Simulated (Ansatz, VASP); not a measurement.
# Hf6F in VASP and in Ansatz

The input INCAR:

```
SYSTEM = Hf6F
PREC = Accurate
ENCUT = 600
EDIFF = 1E-6
ISMEAR = 0
SIGMA = 0.2
LREAL = .FALSE.
LASPH = .TRUE.
NELM = 80
ALGO = Normal
ISIF = 3
LWAVE = .FALSE.
LCHARG = .FALSE.
GGA = PE
IBRION = 2
NSW = 36
EDIFFG = -0.08
```

Contents of KPOINTS:

```
Automatic mesh
0
G
  4 4 3
  0 0 0
```

The input POSCAR:

```
Hf6F
1.0
    5.4500000000      0.0000000000      0.0000000000
   -2.7250000000      4.7198384500      0.0000000000
    0.0000000000      0.0000000000      5.0000000000
Hf F
6 1
Direct
    0.3400000000      0.3400000000      0.7500000000
    0.6600000000      0.6600000000      0.2500000000
    0.3400000000      0.0000000000      0.2500000000
    0.0000000000      0.6600000000      0.7500000000
    0.0000000000      0.3400000000      0.2500000000
    0.6600000000      0.0000000000      0.7500000000
    0.0000000000      0.0000000000      0.0000000000
```

Input for Ansatz:

```yaml
crystal:
  lattice:
    - [5.45, 0.0, 0.0]
    - [-2.725, 4.71983845, 0.0]
    - [0.0, 0.0, 5.0]
  atoms:
    - { symbol: Hf, position: [0.34, 0.34, 0.75] }
    - { symbol: Hf, position: [0.66, 0.66, 0.25] }
    - { symbol: Hf, position: [0.34, 0.0, 0.25] }
    - { symbol: Hf, position: [0.0, 0.66, 0.75] }
    - { symbol: Hf, position: [0.0, 0.34, 0.25] }
    - { symbol: Hf, position: [0.66, 0.0, 0.75] }
    - { symbol: F, position: [0.0, 0.0, 0.0] }
basis:
  ecutwfc: 420
kpoints:
  mp_grid: { grid: [4, 4, 3] }
hamiltonian:
  xc: pbe
scf:
  occupations: { method: gaussian, width: 0.2 }
  lower_state_search: "off"
output:
  forces: true
  stress: true
  eigenvalues: true
relax:
  adjacent_minimum: "off"
  f_tol: 0.08
  max_steps: 16
  cell: { stress_tol: 0.8 }
```

Alike in both runs: task relaxation of cell and atoms; functional PBE; k mesh 4 × 4 × 3; occupations gaussian, width 0.2 eV; no spin polarisation.

|  | VASP | Ansatz |
| --- | --- | --- |
| version | VASP 6.6.1 | Ansatz 0.2.0 |
| potentials or method | VASP PAW PBE potentials, release 64 (Hf_pv, F), cutoff 600 eV | scalar-relativistic, plane waves, PAW |
| valence electrons in the cell | 67 | 163 |

```tsv
	VASP	Ansatz	Ansatz less VASP
gap on the k mesh at the Fermi level, each at its own relaxed structure (eV)	none	none	-
relaxed volume (Å³/atom)	20.24	20.29	+0.057
relaxed cell length with the largest relative difference (Å)	5.173	5.196	+0.0229
```

A gap of «none» marks a metal or a gap that the smearing closes. VASP's potentials hold 67 valence electrons a cell and Ansatz's 163, so a difference there can come from the potentials and not from the codes.

The k mesh is coarse, so the values compare programs but aren't converged. Spin-orbit coupling is off throughout.
